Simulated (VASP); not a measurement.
# BiTe (Fm-3m) in VASP: notebook

Runs on BiTe. Level: PBE. Tasks: single point.

Everything below comes from runs of VASP 6.6.1. Logs are shortened: lines on timing, memory, paths and dates and some standing lists are left out, and cuts for length are marked.

## (1) The cell of the first run

The structure is cubic, space group Fm-3m (No. 225). Conventional cell: a = 6.304 Å, b = 6.304 Å, c = 6.304 Å, α = 90.00°, β = 90.00°, γ = 90.00°. Bi (site symmetry m-3m) has 6 Te at 3.15 Å within 4.1 Å. Within 4.1 Å of Te (site symmetry m-3m) lie 6 Bi at 3.15 Å.

## (2) Single point, PBE

File INCAR:

```
PREC = Accurate
ENCUT = 520
EDIFF = 1E-6
ISMEAR = -1
SIGMA = 0.1
LREAL = F
LASPH = T
NELM = 60
ALGO = Normal
ISIF = 2
LWAVE = F
LCHARG = T
GGA = PE
LELF = T
LVHAR = T
NBANDS = 18
```

File KPOINTS:

```
Automatic mesh
0
Gamma
  6 6 6
```

File POSCAR:

```
BiTe
1.0
    0.0000000000      3.1520144219      3.1520144219
    3.1520144219      0.0000000000      3.1520144219
    3.1520144219      3.1520144219      0.0000000000
Bi Te
1 1
Direct
    0.0000000000      0.0000000000      0.0000000000
    0.5000000000      0.5000000000      0.5000000000
```

Potentials or basis: VASP PAW PBE potentials, release 64 (Bi_d, Te).

Launch:

```
$ cat potpaw_PBE.64/Bi_d/POTCAR potpaw_PBE.64/Te/POTCAR > POTCAR
$ mpirun -np 1 vasp_std > vasp.out
```

OUTCAR:

```text
PREC = Accurate
   ENCUT = 520
   EDIFF = 1E-6
   ISMEAR = -1
   LREAL = F
   LASPH = T
   NELM = 60
   ISIF = 2
   GGA = PE

 ion  position               nearest neighbor table
   1  0.000  0.000  0.000-   2 3.15   2 3.15   2 3.15   2 3.15   2 3.15   2 3.15
   2  0.500  0.500  0.500-   1 3.15   1 3.15   1 3.15   1 3.15   1 3.15   1 3.15

  LATTYP: Found a face centered cubic cell.
 ALAT       =     6.3040288438

  Lattice vectors:

 A1 = (   0.0000000000,   3.1520144219,   3.1520144219)
 A2 = (   3.1520144219,   0.0000000000,   3.1520144219)
 A3 = (   3.1520144219,   3.1520144219,   0.0000000000)

Analysis of symmetry for initial positions (statically):
=====================================================================
 Subroutine PRICEL returns:
 Original cell was already a primitive cell.

 Routine SETGRP: Setting up the symmetry group for a
 face centered cubic supercell.

 Subroutine GETGRP returns: Found 48 space group operations
[... 9 lines left out ...]

 Routine SETGRP: Setting up the symmetry group for a
 face centered cubic supercell.

 Subroutine GETGRP returns: Found 48 space group operations
[... 11 lines left out ...]
                                     Primitive cell

  volume of cell :      62.6318

  direct lattice vectors                    reciprocal lattice vectors
     0.000000000  3.152014422  3.152014422    -0.158628716  0.158628716  0.158628716
     3.152014422  0.000000000  3.152014422     0.158628716 -0.158628716  0.158628716
     3.152014422  3.152014422  0.000000000     0.158628716  0.158628716 -0.158628716

  length of vectors
     4.457621544  4.457621544  4.457621544     0.274752995  0.274752995  0.274752995

  position of ions in fractional coordinates (direct lattice)
     0.000000000  0.000000000  0.000000000
     0.500000000  0.500000000  0.500000000

  ion indices of the primitive-cell ions
   primitive index   ion index
                 1           1
                 2           2

----------------------------------------------------------------------------------------

 KPOINTS: Automatic mesh

Automatic generation of k-mesh.
 Grid dimensions read from file:
 generate k-points for:    6    6    6

 Generating k-lattice:

  Cartesian coordinates                     Fractional coordinates (reciprocal lattice)
    -0.026438119  0.026438119  0.026438119     0.166666667  0.000000000  0.000000000
     0.026438119 -0.026438119  0.026438119     0.000000000  0.166666667  0.000000000
     0.026438119  0.026438119 -0.026438119     0.000000000  0.000000000  0.166666667

  Length of vectors
     0.045792166  0.045792166  0.045792166

  Shift w.r.t. Gamma in fractional coordinates (k-lattice)
     0.000000000  0.000000000  0.000000000

 Subroutine IBZKPT returns following result:
 ===========================================

 Found     16 irreducible k-points:

 Following reciprocal coordinates:
            Coordinates               Weight
  0.000000  0.000000  0.000000      1.000000
  0.166667  0.000000  0.000000      8.000000
  0.333333  0.000000  0.000000      8.000000
  0.500000  0.000000  0.000000      4.000000
  0.166667  0.166667  0.000000      6.000000
  0.333333  0.166667  0.000000     24.000000
[... 8 lines left out ...]
 -0.333333  0.333333  0.166667     24.000000
 -0.333333  0.500000  0.166667     12.000000
   k-points           NKPTS =     16   k-points in BZ     NKDIM =     16   number of bands    NBANDS=     18
   number of dos      NEDOS =    301   number of ions     NIONS =      2
   total plane-waves  NPLWV =  46656
   dimension x,y,z NGX =    36 NGY =   36 NGZ =   36
   dimension x,y,z NGXF=    72 NGYF=   72 NGZF=   72
   ions per type =               1   1
   NGX,Y,Z   is equivalent  to a cutoff of  13.43, 13.43, 13.43 a.u.
   NGXF,Y,Z  is equivalent  to a cutoff of  26.85, 26.85, 26.85 a.u.
 SYSTEM =  unknown system
   PREC   = accura    normal or accurate (medium, high low for compatibility)
   ISTART =      0    job   : 0-new  1-cont  2-samecut
   ICHARG =      2    charge: 1-file 2-atom 10-const
   ISPIN  =      1    spin polarized calculation?
   LNONCOLLINEAR =      F non collinear calculations
   LSORBIT =      F    spin-orbit coupling
   LASPH  =      T    aspherical Exc in radial PAW
   ENCUT  =  520.0 eV  38.22 Ry    6.18 a.u.   8.29  8.29  8.29*2*pi/ulx,y,z
   NELM   =     60;   NELMIN=  2; NELMDL= -5     # of ELM steps
   EDIFF  = 0.1E-05   stopping-criterion for ELM
   LREAL  =      F    real-space projection
   EDIFFG = 0.1E-04   stopping-criterion for IOM
   NSW    =      0    number of steps for IOM
   IBRION =     -1    ionic relax: 0-MD 1-quasi-New 2-CG
   NFREE  =      0    steps in history (QN), initial steepest desc. (CG)
   ISIF   =      2    stress and relaxation
   ISYM   =      2    0-nonsym 1-usesym 2-fastsym
   POTIM  = 0.5000    time-step for ionic-motion
   TEBEG  =    0.0;   TEEND  =   0.0 temperature during run
   PSTRESS=    0.0 pullay stress
   NELECT =      21.0000    total number of electrons
   NUPDOWN=      -1.0000    fix difference up-down
   EMIN   =  10.00;   EMAX   =-10.00  energy-range for DOS
   EFERMI =   0.00;   METHOD = LEGACY
   ISMEAR =    -1;   SIGMA  =   0.10  broadening in eV -4-tet -1-fermi 0-gaus
   EFERMI_NEDOS =   21; number of points for ismear=-14 and -15
   IALGO  =     38    algorithm
   IMIX   =      4    mixing-type and parameters
     AMIX     =   0.40;   BMIX     =  1.00
     AMIX_MAG =   1.60;   BMIX_MAG =  1.00
  volume/ion in A,a.u.               =      31.32       211.33
  Fermi-wavevector in a.u.,A,eV,Ry     =   1.137321  2.149225 17.599124  1.293499
  Thomas-Fermi vector in A             =   2.274026
   LORBIT       =      0    0 simple, 1 ext, 2 COOP (PROOUT), +10 PAW based schemes
   GGA     = PE    functional components
   LHFCALC =     F    Hartree Fock is set to
   AEXX    =    0.0000 exact exchange contribution
   IVDW    =     0    specifies the selected vdW correction
   LEPSILON=     F    determine dielectric tensor
   LRPA    =     F    only Hartree local field effects (RPA)
 non-spin polarized calculation
  energy-cutoff  :      520.00
  volume of cell :       62.63
 maximum number of plane-waves:      1700
 NGX is ok and might be reduce to    36
   NGX = 17   NGY = 17   NGZ = 17

 number of electron      21.0000000 magnetization

 Free energy of the ion-electron system (eV)
  ---------------------------------------------------
  ext. energy  EPLUGINS =         0.00000000
  ---------------------------------------------------
  free energy    TOTEN  =        -7.09828763 eV

  energy without entropy =       -7.04379522  energy(sigma->0) =       -7.07104143

 E-fermi :   7.5748     XC(G=0):  -9.7851

 val. band max:        7.5192503491   @ k =   0.3333   0.0000   0.0000
 cond. band min:       7.6134580103   @ k =   0.3333   0.0000   0.0000
 fundamental gap:      0.0942076611
 Fermi energy:         7.5747890986

 k-point     1 :       0.0000    0.0000    0.0000
  band No.  band energies     occupation
      1     -15.5510      2.00000
      2     -15.5510      2.00000
      3     -15.5431      2.00000
      4     -15.5431      2.00000
      5     -15.5431      2.00000
      6      -6.4583      2.00000
[... 10 lines left out ...]
     17      13.9717      0.00000
     18      14.1371      0.00000

 k-point     2 :       0.1667    0.0000    0.0000
  band No.  band energies     occupation
      1     -15.5524      2.00000
      2     -15.5524      2.00000
      3     -15.5425      2.00000
      4     -15.5410      2.00000
      5     -15.5410      2.00000
      6      -6.1847      2.00000
[... 10 lines left out ...]
     17      15.6300      0.00000
     18      15.7563      0.00000

 k-point     3 :       0.3333    0.0000    0.0000
  band No.  band energies     occupation
      1     -15.5560      2.00000
      2     -15.5560      2.00000
      3     -15.5414      2.00000
      4     -15.5361      2.00000
      5     -15.5361      2.00000
      6      -5.3830      2.00000
[... 10 lines left out ...]
     17      17.6065      0.00000
     18      18.4770      0.00000

 k-point     4 :       0.5000    0.0000    0.0000
  band No.  band energies     occupation
      1     -15.5578      2.00000
      2     -15.5578      2.00000
      3     -15.5408      2.00000
      4     -15.5335      2.00000
      5     -15.5335      2.00000
      6      -4.2852      2.00000
[... 10 lines left out ...]
     17      15.8816      0.00000
     18      17.0126      0.00000

 k-point     5 :       0.1667    0.1667    0.0000
  band No.  band energies     occupation
      1     -15.5559      2.00000
      2     -15.5494      2.00000
      3     -15.5444      2.00000
      4     -15.5396      2.00000
      5     -15.5396      2.00000
      6      -6.0984      2.00000
[... 10 lines left out ...]
     17      14.5404      0.00000
     18      14.6505      0.00000

 k-point     6 :       0.3333    0.1667    0.0000
  band No.  band energies     occupation
      1     -15.5601      2.00000
      2     -15.5506      2.00000
      3     -15.5438      2.00000
      4     -15.5363      2.00000
      5     -15.5350      2.00000
      6      -5.4924      2.00000
[... 139 lines left out ...]
 k-point    13 :       0.5000    0.5000    0.0000
  band No.  band energies     occupation
      1     -15.5730      2.00000
      2     -15.5483      2.00000
      3     -15.5445      2.00000
      4     -15.5283      2.00000
      5     -15.5283      2.00000
      6      -4.4378      2.00000
[... 10 lines left out ...]
     17      17.5477      0.00000
     18      18.1838      0.00000

 k-point    14 :       0.5000    0.3333    0.1667
  band No.  band energies     occupation
      1     -15.5633      2.00000
      2     -15.5511      2.00000
      3     -15.5426      2.00000
      4     -15.5342      2.00000
      5     -15.5323      2.00000
      6      -4.7946      2.00000
[... 10 lines left out ...]
     17      16.0890      0.00000
     18      17.6186      0.00000

 k-point    15 :      -0.3333    0.3333    0.1667
  band No.  band energies     occupation
      1     -15.5638      2.00000
      2     -15.5525      2.00000
      3     -15.5386      2.00000
      4     -15.5374      2.00000
      5     -15.5303      2.00000
      6      -3.9606      2.00000
[... 10 lines left out ...]
     17      17.0851      0.00000
     18      18.4999      0.00000

 k-point    16 :      -0.3333    0.5000    0.1667
  band No.  band energies     occupation
      1     -15.5681      2.00000
      2     -15.5489      2.00000
      3     -15.5434      2.00000
      4     -15.5335      2.00000
      5     -15.5283      2.00000
      6      -4.0997      2.00000
[... 10 lines left out ...]
     17      18.1150      0.00000
     18      18.1512      0.00000

------------------------ aborting loop because EDIFF is reached ----------------------------------------

  FORCE on cell =-STRESS in cart. coord.  units (eV):
  Direction    XX          YY          ZZ          XY          YZ          ZX
  --------------------------------------------------------------------------------------
  -------------------------------------------------------------------------------------
  Total        2.1376080      2.1376080      2.1376080      0.0000000      0.0000000      0.0000000
  in kB       54.6819588     54.6819588     54.6819588      0.0000000      0.0000000      0.0000000
  external PRESSURE =      54.6819588 kB  Pullay stress =       0.0000000 kB

 VOLUME and BASIS-vectors are now :
 -----------------------------------------------------------------------------
  energy-cutoff  :      520.00
  volume of cell :       62.63
      direct lattice vectors                 reciprocal lattice vectors
     0.000000000  3.152014422  3.152014422    -0.158628716  0.158628716  0.158628716
     3.152014422  0.000000000  3.152014422     0.158628716 -0.158628716  0.158628716
     3.152014422  3.152014422  0.000000000     0.158628716  0.158628716 -0.158628716

 POSITION                                       TOTAL-FORCE (eV/Angst)
 -----------------------------------------------------------------------------------
      0.00000      0.00000      0.00000        -0.000000     -0.000000     -0.000000
      3.15201      3.15201      3.15201         0.000000      0.000000      0.000000
 -----------------------------------------------------------------------------------
    total drift:                               -0.000000      0.000000      0.000000

  FREE ENERGIE OF THE ION-ELECTRON SYSTEM (eV)
  ---------------------------------------------------
  free  energy   TOTEN  =        -7.0982876333 eV

  energy  without entropy=       -7.0437952180  energy(sigma->0) =       -7.07104143
```

Run time: 16 s. Hardware: 1 thread of Intel Xeon 6975P-C, shared host; peak memory 0.2 GiB.

Results:

```
Free energy : -7.0983 eV
Pressure    : 5.5 GPa
```

Levels at points of the mesh, in eV from the Fermi level:
```tsv
k point	band 7	band 8	band 9	band 10	band 11	band 12	band 13	band 14
(0.00, 0.00, 0.00)	-7.76	-2.70	-2.70	-2.70	2.38	2.38	2.38	4.60
(0.50, 0.00, 0.00)	-11.48	-2.02	-2.02	-1.50	-0.78	-0.69	-0.69	7.56
(0.50, 0.50, 0.00)	-9.91	-6.15	-4.33	-4.33	2.01	4.03	4.03	5.62
```

Caveat: spin-orbit coupling is left out, which moves the levels of the heavy elements.

## (3) Single point, PBE

This run uses another cell than the first one, of 34.70 Å³/atom, 1.108 times its volume.

File INCAR:

```
SYSTEM = BiTe
  ALGO = Normal
  EDIFF = 1E-7
  ENCUT = 520
  GGA = PE
  ISIF = 2
  ISMEAR = -1
  LASPH = .TRUE.
  LCHARG = .FALSE.
  LREAL = .FALSE.
  LWAVE = .FALSE.
  NBANDS = 18
  NELM = 100
  PREC = Accurate
  SIGMA = 0.1
```

File KPOINTS:

```
k-points
0
G
  6 6 6
  0 0 0
```

File POSCAR:

```
BiTe
1.0
    0.0000000000      3.2617367497      3.2617367497
    3.2617367497      0.0000000000      3.2617367497
    3.2617367497      3.2617367497      0.0000000000
Bi Te
1 1
Direct
    0.0000000000      0.0000000000      0.0000000000
    0.5000000000      0.5000000000      0.5000000000
```

Potentials or basis: VASP PAW PBE potentials, release 64 (Bi_d, Te).

Launch:

```
$ cat potpaw_PBE.64/Bi_d/POTCAR potpaw_PBE.64/Te/POTCAR > POTCAR
$ mpirun -np 1 vasp_std > vasp.out
```

Run time: 18 s. Hardware: 1 thread of Intel Xeon 6975P-C, shared host; peak memory 0.21 GiB.

The run converged. Its results:

- Free energy: -7.1970 eV
- Pressure: -0.4 GPa

Levels at points of the mesh, in eV from the Fermi level:
| k point | band 8 | band 9 | band 10 | band 11 | band 12 | band 13 |
| --- | --- | --- | --- | --- | --- | --- |
| (0.00, 0.00, 0.00) | -2.44 | -2.44 | -2.44 | 2.14 | 2.14 | 2.14 |
| (0.50, 0.00, 0.00) | -1.82 | -1.82 | -1.56 | -0.76 | -0.54 | -0.54 |
| (0.50, 0.50, 0.00) | -5.45 | -3.86 | -3.86 | 2.38 | 3.52 | 3.52 |

Caveat: spin-orbit coupling is left out, which moves the levels of the heavy elements.

## (4) Single point, PBE

This run uses another cell than the first one, of 35.55 Å³/atom, 1.135 times its volume.

File INCAR:

```
SYSTEM = BiTe
ALGO = Normal ; EDIFF = 1E-6
ENCUT = 520 ; GGA = PE
ISIF = 2 ; ISMEAR = -1
LASPH = .TRUE. ; LCHARG = .FALSE.
LREAL = .FALSE. ; LWAVE = .FALSE.
NBANDS = 18 ; NELM = 100
PREC = Accurate ; SIGMA = 0.1
```

KPOINTS is that of step 3.

File POSCAR:

```
BiTe
1.0
    0.0000000000      3.2880422143      3.2880422143
    3.2880422143      0.0000000000      3.2880422143
    3.2880422143      3.2880422143      0.0000000000
Bi Te
1 1
Direct
    0.0000000000      0.0000000000      0.0000000000
    0.5000000000      0.5000000000      0.5000000000
```

Launch:

```
$ cat potpaw_PBE.64/Bi_d/POTCAR potpaw_PBE.64/Te/POTCAR > POTCAR
$ mpirun -np 1 vasp_std > vasp.out
```

It took 18 s on 1 thread of Intel Xeon 6975P-C, shared host; peak memory 0.2 GiB.

Results (log left out):

```yaml
Free_energy: -7.1881 eV
Pressure: -1.4 GPa
```

Levels at points of the mesh, in eV from the Fermi level:
```
           k point  band 6  band 7  band 8  band 9  band 10  band 11  band 12  band 13  band 14  band 15
(0.00, 0.00, 0.00)  -13.16   -8.27   -2.38   -2.38    -2.38     2.09     2.09     2.09     4.78     4.78
(0.50, 0.00, 0.00)  -11.34  -11.06   -1.78   -1.78    -1.57    -0.76    -0.52    -0.52     7.26     7.68
(0.50, 0.50, 0.00)  -11.55   -9.91   -5.30   -3.75    -3.75     2.46     3.40     3.40     4.64     8.57
```

Caveat: spin-orbit coupling is left out, which moves the levels of the heavy elements.

[end of part 1 of 2]
